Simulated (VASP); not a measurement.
# Rh (Fm-3m) in VASP: further runs, part 2 of 2

VASP 6.6.1. Earlier steps stand in the parts before.

**3. Single point, LDA**

The input, INCAR:

```
PREC = Accurate ; ENCUT = 520
EDIFF = 1E-6 ; ISMEAR = 0
SIGMA = 0.2 ; LREAL = False
LASPH = True ; NELM = 100
ALGO = Normal ; ISIF = 2
LWAVE = False ; LCHARG = False
NBANDS = 14
```

The input, KPOINTS:

```
Automatic mesh
0
Gamma
  14 14 14
```

The input, POSCAR:

```
Rh
1.0
    0.0000000000      1.8776226225      1.8776226225
    1.8776226225      0.0000000000      1.8776226225
    1.8776226225      1.8776226225      0.0000000000
Rh
1
Direct
    0.0000000000      0.0000000000      0.0000000000
```

Potentials or basis: VASP PAW LDA potentials, release 64 (Rh_pv).

Started as:

```bash
$ cat potpaw_LDA.64/Rh_pv/POTCAR > POTCAR
$ mpirun -np 1 vasp_std > vasp.out
```

OUTCAR:

```text
PREC = Accurate
   ENCUT = 520
   EDIFF = 1E-6
   ISMEAR = 0
   LREAL = False
   LASPH = True
   NELM = 100
   ISIF = 2

 ion  position               nearest neighbor table
   1  0.000  0.000  0.000-

  LATTYP: Found a face centered cubic cell.
 ALAT       =     3.7552452450

  Lattice vectors:

 A1 = (   0.0000000000,   1.8776226225,   1.8776226225)
 A2 = (   1.8776226225,   0.0000000000,   1.8776226225)
 A3 = (   1.8776226225,   1.8776226225,   0.0000000000)

Analysis of symmetry for initial positions (statically):
=====================================================================
 Subroutine PRICEL returns:
 Original cell was already a primitive cell.

 Routine SETGRP: Setting up the symmetry group for a
 face centered cubic supercell.

 Subroutine GETGRP returns: Found 48 space group operations
[... 9 lines left out ...]

 Routine SETGRP: Setting up the symmetry group for a
 face centered cubic supercell.

 Subroutine GETGRP returns: Found 48 space group operations
[... 11 lines left out ...]
                                     Primitive cell

  volume of cell :      13.2390

  direct lattice vectors                    reciprocal lattice vectors
     0.000000000  1.877622622  1.877622622    -0.266294192  0.266294192  0.266294192
     1.877622622  0.000000000  1.877622622     0.266294192 -0.266294192  0.266294192
     1.877622622  1.877622622  0.000000000     0.266294192  0.266294192 -0.266294192

  length of vectors
     2.655359378  2.655359378  2.655359378     0.461235071  0.461235071  0.461235071

  position of ions in fractional coordinates (direct lattice)
     0.000000000  0.000000000  0.000000000

  ion indices of the primitive-cell ions
   primitive index   ion index
                 1           1

----------------------------------------------------------------------------------------

 KPOINTS: Automatic mesh

Automatic generation of k-mesh.
 Grid dimensions read from file:
 generate k-points for:   14   14   14

 Generating k-lattice:

  Cartesian coordinates                     Fractional coordinates (reciprocal lattice)
    -0.019021014  0.019021014  0.019021014     0.071428571  0.000000000  0.000000000
     0.019021014 -0.019021014  0.019021014     0.000000000  0.071428571  0.000000000
     0.019021014  0.019021014 -0.019021014     0.000000000  0.000000000  0.071428571

  Length of vectors
     0.032945362  0.032945362  0.032945362

  Shift w.r.t. Gamma in fractional coordinates (k-lattice)
     0.000000000  0.000000000  0.000000000

 Subroutine IBZKPT returns following result:
 ===========================================

 Found    104 irreducible k-points:

 Following reciprocal coordinates:
            Coordinates               Weight
  0.000000  0.000000  0.000000      1.000000
  0.071429  0.000000  0.000000      8.000000
  0.142857  0.000000  0.000000      8.000000
  0.214286  0.000000  0.000000      8.000000
  0.285714  0.000000  0.000000      8.000000
  0.357143  0.000000  0.000000      8.000000
[... 16 lines left out ...]
  0.214286  0.142857  0.000000     24.000000
  0.285714  0.142857  0.000000     24.000000
 [... further k-points ...]
   k-points           NKPTS =    104   k-points in BZ     NKDIM =    104   number of bands    NBANDS=     14
   number of dos      NEDOS =    301   number of ions     NIONS =      1
   total plane-waves  NPLWV =   8000
   dimension x,y,z NGX =    20 NGY =   20 NGZ =   20
   dimension x,y,z NGXF=    40 NGYF=   40 NGZF=   40
   ions per type =               1
   NGX,Y,Z   is equivalent  to a cutoff of  12.52, 12.52, 12.52 a.u.
   NGXF,Y,Z  is equivalent  to a cutoff of  25.04, 25.04, 25.04 a.u.
 SYSTEM =  unknown system
   PREC   = accura    normal or accurate (medium, high low for compatibility)
   ISTART =      0    job   : 0-new  1-cont  2-samecut
   ICHARG =      2    charge: 1-file 2-atom 10-const
   ISPIN  =      1    spin polarized calculation?
   LNONCOLLINEAR =      F non collinear calculations
   LSORBIT =      F    spin-orbit coupling
   LASPH  =      T    aspherical Exc in radial PAW
   ENCUT  =  520.0 eV  38.22 Ry    6.18 a.u.   4.94  4.94  4.94*2*pi/ulx,y,z
   NELM   =    100;   NELMIN=  2; NELMDL= -5     # of ELM steps
   EDIFF  = 0.1E-05   stopping-criterion for ELM
   LREAL  =      F    real-space projection
   EDIFFG = 0.1E-04   stopping-criterion for IOM
   NSW    =      0    number of steps for IOM
   IBRION =     -1    ionic relax: 0-MD 1-quasi-New 2-CG
[... 8 lines left out ...]
   EMIN   =  10.00;   EMAX   =-10.00  energy-range for DOS
   EFERMI =   0.00;   METHOD = LEGACY
   ISMEAR =     0;   SIGMA  =   0.20  broadening in eV -4-tet -1-fermi 0-gaus
   EFERMI_NEDOS =   21; number of points for ismear=-14 and -15
   IALGO  =     38    algorithm
   IMIX   =      4    mixing-type and parameters
     AMIX     =   0.40;   BMIX     =  1.00
     AMIX_MAG =   1.60;   BMIX_MAG =  1.00
  volume/ion in A,a.u.               =      13.24        89.34
  Fermi-wavevector in a.u.,A,eV,Ry     =   1.706686  3.225169 39.630735  2.912777
  Thomas-Fermi vector in A             =   2.785677
   LORBIT       =      0    0 simple, 1 ext, 2 COOP (PROOUT), +10 PAW based schemes
   GGA     = CA    functional components
   LHFCALC =     F    Hartree Fock is set to
   AEXX    =    0.0000 exact exchange contribution
   IVDW    =     0    specifies the selected vdW correction
   LEPSILON=     F    determine dielectric tensor
   LRPA    =     F    only Hartree local field effects (RPA)
 non-spin polarized calculation
 Gauss-broadening in eV      SIGMA  =   0.20
  energy-cutoff  :      520.00
  volume of cell :       13.24
 maximum number of plane-waves:       368
   NGX =  9   NGY =  9   NGZ =  9

 number of electron      15.0000002 magnetization

 Free energy of the ion-electron system (eV)
  ---------------------------------------------------
  ext. energy  EPLUGINS =         0.00000000
  ---------------------------------------------------
  free energy    TOTEN  =        -8.69484018 eV

  energy without entropy =       -8.67244299  energy(sigma->0) =       -8.68364158

 E-fermi :  12.4178     XC(G=0): -14.5926

 val. band max:       12.4034422258   @ k =   0.3571   0.0714   0.0000
 cond. band min:      12.4258349692   @ k =   0.4286   0.2857   0.0714
 fundamental gap:      0.0223927434
 Fermi energy:        12.4177987627

 k-point     1 :       0.0000    0.0000    0.0000
  band No.  band energies     occupation
      1     -33.7977      2.00000
      2     -33.7977      2.00000
      3     -33.7977      2.00000
      4       4.1126      2.00000
      5       9.1322      2.00000
      6       9.1322      2.00000
      7       9.1322      2.00000
      8      11.3882      2.00000
      9      11.3882      2.00000
     10      28.3334      0.00000
     11      32.6848      0.00000
     12      33.9566      0.00000
     13      33.9566      0.00000
     14      33.9566      0.00000

 k-point     2 :       0.0714    0.0000    0.0000
  band No.  band energies     occupation
      1     -33.8415      2.00000
      2     -33.8036      2.00000
      3     -33.8036      2.00000
      4       4.3255      2.00000
      5       9.0363      2.00000
      6       9.2164      2.00000
      7       9.2164      2.00000
      8      11.3402      2.00000
      9      11.3402      2.00000
     10      28.6536      0.00000
     11      32.6800      0.00000
     12      32.8979      0.00000
     13      34.2787      0.00000
     14      34.2787      0.00000

 k-point     3 :       0.1429    0.0000    0.0000
  band No.  band energies     occupation
      1     -33.9631      2.00000
      2     -33.8199      2.00000
      3     -33.8199      2.00000
      4       4.9117      2.00000
      5       8.8326      2.00000
      6       9.4122      2.00000
      7       9.4122      2.00000
      8      11.2667      2.00000
      9      11.2667      2.00000
     10      29.4447      0.00000
     11      30.9079      0.00000
     12      32.6862      0.00000
     13      35.1956      0.00000
     14      35.1956      0.00000
[... 324 lines left out ...]
 k-point    23 :       0.2143    0.1429    0.0000
  band No.  band energies     occupation
      1     -34.0704      2.00000
      2     -33.8864      2.00000
      3     -33.8794      2.00000
      4       5.7876      2.00000
      5       8.1384      2.00000
      6       9.8430      2.00000
      7       9.9949      2.00000
      8      10.6645      2.00000
      9      11.8324      1.99997
     10      30.6111      0.00000
     11      30.8783      0.00000
     12      32.6852      0.00000
     13      33.6968      0.00000
     14      34.2360      0.00000

 k-point    24 :       0.2857    0.1429    0.0000
  band No.  band energies     occupation
      1     -34.2250      2.00000
      2     -33.9156      2.00000
      3     -33.9064      2.00000
      4       6.4257      2.00000
      5       8.0641      2.00000
      6       9.5064      2.00000
      7      10.1028      2.00000
      8      11.4427      2.00000
      9      12.1591      1.93268
     10      28.6563      0.00000
     11      31.0239      0.00000
     12      32.6844      0.00000
     13      33.4540      0.00000
     14      34.6350      0.00000

 [... further k-points ...]
[... 5 lines left out ...]
  --------------------------------------------------------------------------------------
  -------------------------------------------------------------------------------------
  Total        0.0584717      0.0584717      0.0584717      0.0000000      0.0000000      0.0000000
  in kB        7.0762239      7.0762239      7.0762239      0.0000000      0.0000000      0.0000000
  external PRESSURE =       7.0762239 kB  Pullay stress =       0.0000000 kB

 VOLUME and BASIS-vectors are now :
 -----------------------------------------------------------------------------
  energy-cutoff  :      520.00
  volume of cell :       13.24
      direct lattice vectors                 reciprocal lattice vectors
     0.000000000  1.877622622  1.877622622    -0.266294192  0.266294192  0.266294192
     1.877622622  0.000000000  1.877622622     0.266294192 -0.266294192  0.266294192
     1.877622622  1.877622622  0.000000000     0.266294192  0.266294192 -0.266294192

 POSITION                                       TOTAL-FORCE (eV/Angst)
 -----------------------------------------------------------------------------------
      0.00000      0.00000      0.00000         0.000000      0.000000      0.000000
 -----------------------------------------------------------------------------------
    total drift:                                0.000000     -0.000000     -0.000000

  FREE ENERGIE OF THE ION-ELECTRON SYSTEM (eV)
  ---------------------------------------------------
  free  energy   TOTEN  =        -8.6948401786 eV

  energy  without entropy=       -8.6724429910  energy(sigma->0) =       -8.68364158
```

It took 5.6 s on 1 thread of Intel Xeon 6975P-C (Granite Rapids), shared host; peak memory 0.13 GiB.

What came out:

| Property | Result |
| --- | --- |
| Free energy | -8.6948 eV |
| Pressure | 0.7 GPa |

**4. Single point, LDA**

The input, INCAR:

```
SYSTEM = Rh
PREC = Accurate ; ENCUT = 520
EDIFF = 1E-6 ; ISMEAR = 0
SIGMA = 0.3 ; LREAL = .FALSE.
LASPH = .TRUE. ; NELM = 100
ALGO = Normal ; ISIF = 2
LWAVE = .FALSE. ; LCHARG = .FALSE.
GGA = CA ; NBANDS = 14
```

The input, KPOINTS:

```
Automatic mesh
0
G
  14 14 14
  0 0 0
```

POSCAR is that of step 3.

Started as:

```bash
$ cat potpaw_LDA.64/Rh_pv/POTCAR > POTCAR
$ mpirun -np 1 vasp_std > vasp.out
```

It took 5.7 s on 1 thread of Intel Xeon 6975P-C (Granite Rapids), shared host; peak memory 0.13 GiB.

The run converged. Its results:

```
Free energy : -8.7096 eV
Pressure    : 1.1 GPa
```

Levels at points of the mesh, in eV from the Fermi level:
| k point | band 4 | band 5 | band 6 | band 7 | band 8 | band 9 | band 10 | band 11 |
| --- | --- | --- | --- | --- | --- | --- | --- | --- |
| (0.00, 0.00, 0.00) | -8.31 | -3.29 | -3.29 | -3.29 | -1.03 | -1.03 | 15.91 | 20.26 |
| (0.50, 0.00, 0.00) | -6.49 | -3.36 | -3.36 | 0.63 | 0.63 | 0.66 | 8.99 | 15.44 |
| (0.50, 0.50, 0.00) | -6.71 | -6.33 | 0.61 | 1.07 | 1.07 | 3.25 | 12.74 | 13.43 |

**5. Single point, LDA**

The input, INCAR:

```
PREC = Accurate ; ENCUT = 520
EDIFF = 1E-6 ; ISMEAR = 0
SIGMA = 0.6 ; LREAL = F
LASPH = T ; NELM = 60
ALGO = Normal ; ISIF = 2
LWAVE = F ; LCHARG = T
GGA = CA ; LELF = T
LVHAR = T ; NBANDS = 14
```

The input, KPOINTS:

```
Automatic mesh
0
Gamma
  14 14 14
```

POSCAR is that of step 4.

Potentials or basis: VASP PAW LDA potentials, release 64 (Rh_pv).

Started as:

```bash
$ cat potpaw_LDA.64/Rh_pv/POTCAR > POTCAR
$ mpirun -np 1 vasp_std > vasp.out
```

OUTCAR:

```text
PREC = Accurate
   ENCUT = 520
   EDIFF = 1E-6
   ISMEAR = 0
   LREAL = F
   LASPH = T
   NELM = 60
   ISIF = 2
   GGA = CA

 ion  position               nearest neighbor table
   1  0.000  0.000  0.000-

  LATTYP: Found a face centered cubic cell.
 ALAT       =     3.7552452450

  Lattice vectors:

 A1 = (   0.0000000000,   1.8776226225,   1.8776226225)
 A2 = (   1.8776226225,   0.0000000000,   1.8776226225)
 A3 = (   1.8776226225,   1.8776226225,   0.0000000000)

Analysis of symmetry for initial positions (statically):
=====================================================================
 Subroutine PRICEL returns:
 Original cell was already a primitive cell.

 Routine SETGRP: Setting up the symmetry group for a
 face centered cubic supercell.

 Subroutine GETGRP returns: Found 48 space group operations
[... 9 lines left out ...]

 Routine SETGRP: Setting up the symmetry group for a
 face centered cubic supercell.

 Subroutine GETGRP returns: Found 48 space group operations
[... 11 lines left out ...]
                                     Primitive cell

  volume of cell :      13.2390

  direct lattice vectors                    reciprocal lattice vectors
[... 137 lines left out ...]
 fundamental gap:      0.0190958634
 Fermi energy:        12.4014372373

 k-point     1 :       0.0000    0.0000    0.0000
  band No.  band energies     occupation
      1     -33.7829      2.00000
      2     -33.7829      2.00000
      3     -33.7829      2.00000
      4       4.1129      2.00000
      5       9.1430      2.00000
      6       9.1430      2.00000
      7       9.1430      2.00000
      8      11.3944      1.98238
      9      11.3944      1.98238
     10      28.3359      0.00000
     11      32.7061      0.00000
     12      33.9533      0.00000
     13      33.9533      0.00000
     14      33.9533      0.00000
[... 377 lines left out ...]
      1     -34.2105      2.00000
      2     -33.9008      2.00000
      3     -33.8917      2.00000
      4       6.4277      2.00000
      5       8.0728      2.00000
      6       9.5138      2.00000
      7      10.1126      2.00000
      8      11.4512      1.97490
      9      12.1670      1.41947
     10      28.6565      0.00000
     11      31.0274      0.00000
     12      32.7057      0.00000
     13      33.4553      0.00000
     14      34.6362      0.00000

 [... further k-points ...]
[... 5 lines left out ...]
  --------------------------------------------------------------------------------------
  -------------------------------------------------------------------------------------
  Total        0.2480039      0.2480039      0.2480039     -0.0000000     -0.0000000     -0.0000000
  in kB       30.0133249     30.0133249     30.0133249     -0.0000000     -0.0000000     -0.0000000
  external PRESSURE =      30.0133249 kB  Pullay stress =       0.0000000 kB

 VOLUME and BASIS-vectors are now :
 -----------------------------------------------------------------------------
  energy-cutoff  :      520.00
  volume of cell :       13.24
      direct lattice vectors                 reciprocal lattice vectors
     0.000000000  1.877622622  1.877622622    -0.266294192  0.266294192  0.266294192
     1.877622622  0.000000000  1.877622622     0.266294192 -0.266294192  0.266294192
     1.877622622  1.877622622  0.000000000     0.266294192  0.266294192 -0.266294192

 POSITION                                       TOTAL-FORCE (eV/Angst)
 -----------------------------------------------------------------------------------
      0.00000      0.00000      0.00000         0.000000      0.000000      0.000000
 -----------------------------------------------------------------------------------
    total drift:                                0.000000      0.000000      0.000000

  FREE ENERGIE OF THE ION-ELECTRON SYSTEM (eV)
  ---------------------------------------------------
  free  energy   TOTEN  =        -8.7971368139 eV

  energy  without entropy=       -8.5611187401  energy(sigma->0) =       -8.67912778
```

OSZICAR:

```text
N       E                     dE             d eps       ncg     rms          rms(c)
DAV:   1     0.120317791971E+03    0.12032E+03   -0.87726E+03  2930   0.115E+03
DAV:   2    -0.770477665007E+01   -0.12802E+03   -0.12254E+03  3242   0.344E+02
DAV:   3    -0.934414643764E+01   -0.16394E+01   -0.16370E+01  3506   0.427E+01
DAV:   4    -0.934999434563E+01   -0.58479E-02   -0.58478E-02  3272   0.261E+00
DAV:   5    -0.935004417509E+01   -0.49829E-04   -0.49829E-04  3422   0.211E-01    0.118E+01
DAV:   6    -0.882480863662E+01    0.52524E+00   -0.84205E-01  3080   0.128E+01    0.423E+00
DAV:   7    -0.880242218762E+01    0.22386E-01   -0.16762E-02  3260   0.158E+00    0.196E+00
DAV:   8    -0.879729208261E+01    0.51301E-02   -0.46713E-03  3128   0.963E-01    0.222E-01
DAV:   9    -0.879713075930E+01    0.16132E-03   -0.16755E-04  3074   0.184E-01    0.489E-02
DAV:  10    -0.879713688595E+01   -0.61267E-05   -0.31472E-06  3242   0.208E-02    0.310E-03
DAV:  11    -0.879713681387E+01    0.72082E-07   -0.21932E-07  1558   0.652E-03
   1 F= -.87971368E+01 E0= -.86791278E+01  d E =-.236018E+00
```

stdout:

```text
POSCAR found type information on POSCAR Rh
 POSCAR found :  1 types and       1 ions
 scaLAPACK will be used
 LDA part: xc-table for (Slater(with rela. corr.)+CA(PZ))
 , standard interpolation
 POSCAR, INCAR and KPOINTS ok, starting setup
 FFT: planning ... GRIDC
 FFT: planning ... GRID_SOFT
 FFT: planning ... GRID
 WAVECAR not read
 entering main loop
```

Run time: 6 s. Hardware: 1 thread of Intel Xeon 6975P-C (Granite Rapids), shared host; peak memory 0.13 GiB.

Results:

```yaml
Free_energy: -8.7971 eV
Pressure: 3.0 GPa
```

**6. Overview**

| smearing | gap on the mesh (eV) | pressure (GPa) |
| --- | --- | --- |
| gaussian 0.1 eV | none | 0.6 |
| gaussian 0.2 eV | none | 0.7 |
| gaussian 0.3 eV | none | 1.1 |
| gaussian 0.6 eV | none | 3.0 |

Alike in all rows: task single point; level LDA; potentials or basis VASP PAW LDA potentials, release 64 (Rh_pv); no spin polarisation; cell as given; k mesh 14 × 14 × 14; cutoff (eV) 520.

Every run on the cell as given and a fine mesh finds a metal.

Absolute energies hang on the potentials; compare differences alone.
